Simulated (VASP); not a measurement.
# Al2O3 (R-3c) in VASP: notebook

The runs below take Al2O3 through single point, with r2SCAN.

All numbers are computed with VASP 6.6.1; they aren't measurements. Logs are shortened: lines on timing, memory, paths and dates and some standing lists are left out, and cuts for length are marked.

### Step 1. The cell of the first run

Symmetry: R-3c, No. 167, trigonal system. Conventional cell: a = 4.849 Å, b = 4.849 Å, c = 13.267 Å, α = 90.00°, β = 90.00°, γ = 120.00°. Within 2.5 Å of Al (site symmetry 3) lie 6 O at 1.89 to 2.01 Å. O (site symmetry 2) has 4 Al at 1.89 to 2.01 Å within 2.5 Å.

### Step 2. Single point, r2SCAN (volume scaled by 1.06, then relaxed in part)

Contents of POSCAR:

```
Al2O3
1.0
    2.4245745836      1.3998287885      4.4224099618
   -2.4245745836      1.3998287885      4.4224099618
    0.0000000000     -2.7996575771      4.4224099617
Al O
4 6
Direct
    0.3520309607      0.3520309607      0.3520309607
    0.1479690393      0.1479690393      0.1479690393
    0.6479690393      0.6479690393      0.6479690393
    0.8520309607      0.8520309607      0.8520309607
    0.5557963307      0.9442036693      0.2500000000
    0.2500000000      0.5557963307      0.9442036693
    0.9442036693      0.2500000000      0.5557963307
    0.4442036693      0.0557963307      0.7500000000
    0.7500000000      0.4442036693      0.0557963307
    0.0557963307      0.7500000000      0.4442036693
```

Contents of INCAR.step1:

```
ALGO     = Normal         # electronic algorithm
EDIFF    = 1E-4           # SCF threshold, eV
ENCUT    = 520            # plane-wave cutoff, eV
GGA      = PE             # functional
ISMEAR   = 0              # smearing method
LASPH    = True           # aspherical terms in the spheres
LCHARG   = False          # write CHGCAR
LREAL    = False          # projectors in reciprocal space
LWAVE    = True           # write WAVECAR
NBANDS   = 35             # bands
NELM     = 80             # most SCF steps
PREC     = Accurate       # precision mode
SIGMA    = 0.02           # smearing width, eV
```

Contents of INCAR.step2:

```
ALGO     = Normal         # electronic algorithm
EDIFF    = 1E-7           # SCF threshold, eV
ENCUT    = 520            # plane-wave cutoff, eV
ISIF     = 2              # what is computed and relaxed
ISMEAR   = 0              # smearing method
ISTART   = 1            
LASPH    = True           # aspherical terms in the spheres
LCHARG   = False          # write CHGCAR
LMIXTAU  = True         
LREAL    = False          # projectors in reciprocal space
LWAVE    = False          # write WAVECAR
METAGGA  = R2SCAN         # meta-GGA
NBANDS   = 35             # bands
NELM     = 80             # most SCF steps
PREC     = Accurate       # precision mode
SIGMA    = 0.02           # smearing width, eV
```

Contents of KPOINTS:

```
k-points
0
Gamma
  6 6 6
```

Potentials or basis: VASP PAW PBE potentials, release 64 (Al, O).

Launch:

```sh
$ cat potpaw_PBE.64/Al/POTCAR potpaw_PBE.64/O/POTCAR > POTCAR
$ cp INCAR.step1 INCAR
$ mpirun -np 1 vasp_std > vasp.out
$ cp INCAR.step2 INCAR
$ mpirun -np 1 vasp_std > vasp.out
```

OUTCAR:

```text
EDIFF = 1E-7
   ENCUT = 520
   ISIF = 2
   ISMEAR = 0
   ISTART = 1
   LASPH = True
   LREAL = False
   METAGGA = R2SCAN
   NELM = 80
   PREC = Accurate

 ion  position               nearest neighbor table
   1  0.352  0.352  0.352-  10 1.89   8 1.89   9 1.89   6 2.01   5 2.01   7 2.01   2 2.71   3 2.84
                             3 2.84   3 2.84   2 3.28   2 3.28   2 3.28
   2  0.148  0.148  0.148-   9 1.89   8 1.89  10 1.89   7 2.01   5 2.01   6 2.01   1 2.71   4 2.84
                             4 2.84   4 2.84   1 3.28   1 3.28   1 3.28
   3  0.648  0.648  0.648-   7 1.89   5 1.89   6 1.89   9 2.01   8 2.01  10 2.01   4 2.71   1 2.84
                             1 2.84   1 2.84   4 3.28   4 3.28   4 3.28
   4  0.852  0.852  0.852-   6 1.89   5 1.89   7 1.89  10 2.01   8 2.01   9 2.01   3 2.71   2 2.84
                             2 2.84   2 2.84   3 3.28   3 3.28   3 3.28
   5  0.556  0.944  0.250-   3 1.89   4 1.89   1 2.01   2 2.01
   6  0.250  0.556  0.944-   4 1.89   3 1.89   1 2.01   2 2.01
   7  0.944  0.250  0.556-   3 1.89   4 1.89   2 2.01   1 2.01
   8  0.444  0.056  0.750-   1 1.89   2 1.89   3 2.01   4 2.01
   9  0.750  0.444  0.056-   2 1.89   1 1.89   3 2.01   4 2.01
  10  0.056  0.750  0.444-   1 1.89   2 1.89   4 2.01   3 2.01

  LATTYP: Found a trigonal (rhomboedric) cell.
 ALAT       =     5.2340990074
 COS(alpha) =     0.5708419876

  Lattice vectors:

 A1 = (   2.4245745836,   1.3998287885,   4.4224099618)
 A2 = (  -2.4245745836,   1.3998287885,   4.4224099618)
 A3 = (   0.0000000000,  -2.7996575771,   4.4224099617)

Analysis of symmetry for initial positions (statically):
=====================================================================
 Subroutine PRICEL returns:
 Original cell was already a primitive cell.

 Routine SETGRP: Setting up the symmetry group for a
 trigonal (rhombohedral) supercell.

 Subroutine GETGRP returns: Found 12 space group operations
 (whereof  6 operations were pure point group operations)
 out of a pool of 12 trial point group operations.

The static configuration has the point symmetry S_6 .
 The point group associated with its full space group is D_3d.

Analysis of symmetry for dynamics (positions and initial velocities):
=====================================================================
 Subroutine PRICEL returns:
 Original cell was already a primitive cell.

 Routine SETGRP: Setting up the symmetry group for a
 trigonal (rhombohedral) supercell.

 Subroutine GETGRP returns: Found 12 space group operations
 (whereof  6 operations were pure point group operations)
 out of a pool of 12 trial point group operations.

The dynamic configuration has the point symmetry S_6 .
[... 122 lines left out ...]
   ISIF   =      2    stress and relaxation
   ISYM   =      2    0-nonsym 1-usesym 2-fastsym
   POTIM  = 0.5000    time-step for ionic-motion
   TEBEG  =    0.0;   TEEND  =   0.0 temperature during run
   PSTRESS=    0.0 pullay stress
   NELECT =      48.0000    total number of electrons
   NUPDOWN=      -1.0000    fix difference up-down
   EMIN   =  10.00;   EMAX   =-10.00  energy-range for DOS
   EFERMI =   0.00;   METHOD = LEGACY
   ISMEAR =     0;   SIGMA  =   0.02  broadening in eV -4-tet -1-fermi 0-gaus
   EFERMI_NEDOS =   21; number of points for ismear=-14 and -15
   IALGO  =     38    algorithm
   IMIX   =      4    mixing-type and parameters
     AMIX     =   0.40;   BMIX     =  1.00
     AMIX_MAG =   1.60;   BMIX_MAG =  1.00
  volume/ion in A,a.u.               =       9.01        60.77
  Fermi-wavevector in a.u.,A,eV,Ry     =   1.327338  2.508306 23.971116  1.761827
  Thomas-Fermi vector in A             =   2.456658
   LORBIT       =      0    0 simple, 1 ext, 2 COOP (PROOUT), +10 PAW based schemes
   METAGGA = R2SCAN    functional components
   LHFCALC =     F    Hartree Fock is set to
   AEXX    =    0.0000 exact exchange contribution
   IVDW    =     0    specifies the selected vdW correction
   LEPSILON=     F    determine dielectric tensor
   LRPA    =     F    only Hartree local field effects (RPA)
 non-spin polarized calculation
 Gauss-broadening in eV      SIGMA  =   0.02
  energy-cutoff  :      520.00
  volume of cell :       90.06
 maximum number of plane-waves:      2448
   NGX = 19   NGY = 19   NGZ = 19

 number of electron      47.9999997 magnetization

 Free energy of the ion-electron system (eV)
  ---------------------------------------------------
  ext. energy  EPLUGINS =         0.00000000
  ---------------------------------------------------
  free energy    TOTEN  =       -96.03806614 eV

  energy without entropy =      -96.03806614  energy(sigma->0) =      -96.03806614

 E-fermi :   5.1824     XC(G=0): -11.9303

 val. band max:        5.0833334414   @ k =   0.0000   0.0000   0.0000
 cond. band min:      11.5124525738   @ k =   0.0000   0.0000   0.0000
 fundamental gap:      6.4291191324
 Fermi energy:         5.1823759550

 k-point     1 :       0.0000    0.0000    0.0000
  band No.  band energies     occupation
      1     -14.6671      2.00000
      2     -12.6010      2.00000
      3     -12.3448      2.00000
      4     -12.3448      2.00000
      5     -12.0559      2.00000
      6     -12.0559      2.00000
[... 901 lines left out ...]
     34      19.1689      0.00000
     35      19.2695      0.00000

 [... further k-points ...]
[... 5 lines left out ...]
  --------------------------------------------------------------------------------------
  -------------------------------------------------------------------------------------
  Total       -7.7668568     -7.7668568     -7.8221777      0.0000000     -0.0000000      0.0000000
  in kB     -138.1768094   -138.1768094   -139.1610009      0.0000000     -0.0000000      0.0000000
  external PRESSURE =    -138.5048732 kB  Pullay stress =       0.0000000 kB

 VOLUME and BASIS-vectors are now :
 -----------------------------------------------------------------------------
  energy-cutoff  :      520.00
  volume of cell :       90.06
      direct lattice vectors                 reciprocal lattice vectors
     2.424574584  1.399828789  4.422409962     0.206221744  0.119062180  0.075373685
    -2.424574584  1.399828789  4.422409962    -0.206221744  0.119062180  0.075373685
     0.000000000 -2.799657577  4.422409962     0.000000000 -0.238124359  0.075373685

 POSITION                                       TOTAL-FORCE (eV/Angst)
 -----------------------------------------------------------------------------------
      0.00000     -0.00000      4.67048         0.000000      0.000000     -0.017846
      0.00000     -0.00000      1.96314         0.000000     -0.000000      0.017846
      0.00000     -0.00000      8.59675         0.000000     -0.000000      0.017846
      0.00000     -0.00000     11.30409         0.000000      0.000000     -0.017846
     -0.94172      1.39983      7.73922        -0.013630     -0.000000      0.000000
     -0.74143     -1.51547      7.73922         0.006815     -0.011804     -0.000000
      1.68315      0.11564      7.73922         0.006815      0.011804      0.000000
      0.94172     -1.39983      5.52801         0.013630     -0.000000      0.000000
      0.74143      1.51547      5.52801        -0.006815      0.011804      0.000000
     -1.68315     -0.11564      5.52801        -0.006815     -0.011804     -0.000000
 -----------------------------------------------------------------------------------
    total drift:                               -0.000000      0.000000     -0.000000

  FREE ENERGIE OF THE ION-ELECTRON SYSTEM (eV)
  ---------------------------------------------------
  free  energy   TOTEN  =       -96.0380661357 eV

  energy  without entropy=      -96.0380661357  energy(sigma->0) =      -96.03806614
```

OUTCAR.step1:

```text
EDIFF = 1E-4
   ENCUT = 520
   GGA = PE
   ISMEAR = 0
[... 1171 lines left out ...]
      1.68315      0.11564      7.73922        -0.008711     -0.015088     -0.000000
      0.94172     -1.39983      5.52801        -0.017422     -0.000000     -0.000000
      0.74143      1.51547      5.52801         0.008711     -0.015088     -0.000000
     -1.68315     -0.11564      5.52801         0.008711      0.015088      0.000000
 -----------------------------------------------------------------------------------
    total drift:                               -0.000000      0.000000     -0.000000

  FREE ENERGIE OF THE ION-ELECTRON SYSTEM (eV)
  ---------------------------------------------------
  free  energy   TOTEN  =       -74.7662184748 eV

  energy  without entropy=      -74.7662184748  energy(sigma->0) =      -74.76621847
```

Wall time 5.9 min (1 thread of Intel Xeon 6975P-C, shared host); peak memory 0.29 GiB.

What came out:

- Free energy: -96.0381 eV
- Pressure: -13.9 GPa
- Largest force: 0.018 eV/Å
- Band gap on the k mesh: 6.43 eV, direct

Forces in eV/Å, atoms in the order of the input:
```
Al   0.000  0.000 -0.018
Al   0.000  0.000  0.018
Al   0.000  0.000  0.018
Al   0.000  0.000 -0.018
O   -0.014  0.000  0.000
O    0.007 -0.012  0.000
O    0.007  0.012  0.000
O    0.014  0.000  0.000
O   -0.007  0.012  0.000
O   -0.007 -0.012  0.000
```

Stress tensor (GPa, compression positive):
```
-13.82   0.00   0.00
  0.00 -13.82   0.00
  0.00   0.00 -13.92
```

Caveat: the PAW data sets were made with another functional, which shifts forces and pressure a little.

### Step 3. Single point, r2SCAN (volume scaled by 0.88, then relaxed in part)

Contents of POSCAR:

```
Al2O3
1.0
    2.2836191858      1.3184481516      4.1386579721
   -2.2836191858      1.3184481516      4.1386579721
    0.0000000000     -2.6368963034      4.1386579721
Al O
4 6
Direct
    0.3516208413      0.3516208413      0.3516208413
    0.1483791587      0.1483791587      0.1483791587
    0.6483791587      0.6483791587      0.6483791587
    0.8516208413      0.8516208413      0.8516208413
    0.5576961854      0.9423038146      0.2500000000
    0.2500000000      0.5576961854      0.9423038146
    0.9423038146      0.2500000000      0.5576961854
    0.4423038146      0.0576961854      0.7500000000
    0.7500000000      0.4423038146      0.0576961854
    0.0576961854      0.7500000000      0.4423038146
```

Contents of INCAR.step1:

```
SYSTEM = Al2O3
ALGO     = Normal         ! electronic algorithm
EDIFF    = 1E-4           ! SCF threshold, eV
ENCUT    = 520            ! plane-wave cutoff, eV
GGA      = PE             ! functional
ISMEAR   = 0              ! smearing method
LASPH    = .True.         ! aspherical terms in the spheres
LCHARG   = .False.        ! write CHGCAR
LREAL    = .False.        ! projectors in reciprocal space
LWAVE    = .True.         ! write WAVECAR
NBANDS   = 35             ! bands
NELM     = 100            ! most SCF steps
PREC     = Accurate       ! precision mode
SIGMA    = 0.02           ! smearing width, eV
```

Contents of INCAR.step2:

```
SYSTEM = Al2O3
ALGO     = Normal         ! electronic algorithm
EDIFF    = 1E-6           ! SCF threshold, eV
ENCUT    = 520            ! plane-wave cutoff, eV
ISIF     = 2              ! what is computed and relaxed
ISMEAR   = 0              ! smearing method
ISTART   = 1            
LASPH    = .True.         ! aspherical terms in the spheres
LCHARG   = .False.        ! write CHGCAR
LMIXTAU  = .True.       
LREAL    = .False.        ! projectors in reciprocal space
LWAVE    = .False.        ! write WAVECAR
METAGGA  = R2SCAN         ! meta-GGA
NBANDS   = 35             ! bands
NELM     = 100            ! most SCF steps
PREC     = Accurate       ! precision mode
SIGMA    = 0.02           ! smearing width, eV
```

Contents of KPOINTS:

```
k-points
0
Gamma
  6 6 6
  0 0 0
```

Potentials or basis: VASP PAW PBE potentials, release 64 (Al, O).

Launch:

```sh
$ cat potpaw_PBE.64/Al/POTCAR potpaw_PBE.64/O/POTCAR > POTCAR
$ cp INCAR.step1 INCAR
$ mpirun -np 1 vasp_std > vasp.out
$ cp INCAR.step2 INCAR
$ mpirun -np 1 vasp_std > vasp.out
```

Run time: 3 min. Hardware: 1 thread of AMD EPYC 9R45 (Zen 5), shared host; peak memory 0.21 GiB.

The run converged. Its results:

```yaml
Free_energy: -95.0681 eV
Pressure: 41.9 GPa
Largest_force: 0.036 eV/Å
Band_gap_on_the_k_mesh: 8.83 eV, direct
```

Forces in eV/Å, atoms in the order of the input:
```
Al   0.000  0.000 -0.036
Al   0.000  0.000  0.036
Al   0.000  0.000  0.036
Al   0.000  0.000 -0.036
O   -0.021  0.000  0.000
O    0.011 -0.018  0.000
O    0.011  0.018  0.000
O    0.021  0.000  0.000
O   -0.011  0.018  0.000
O   -0.011 -0.018  0.000
```

Stress tensor (GPa, compression positive):
```
41.92  0.00  0.00
 0.00 41.92  0.00
 0.00  0.00 41.78
```

Levels at points of the mesh, in eV from the valence-band top:
```tsv
k point	band 22	band 23	band 24	band 25	band 26	band 27
(0.00, 0.00, 0.00)	-0.15	-0.15	0.00	8.83	11.08	13.70
(0.50, 0.00, 0.00)	-1.20	-0.43	-0.43	11.52	11.52	12.36
(0.50, 0.50, 0.00)	-1.16	-1.00	-0.40	11.04	12.10	12.24
(0.50, 0.50, 0.50)	-0.58	-0.58	-0.58	10.97	10.97	13.30
```

Caveat: the PAW data sets were made with another functional, which shifts forces and pressure a little.

(Part 1 of 2 ends here.)
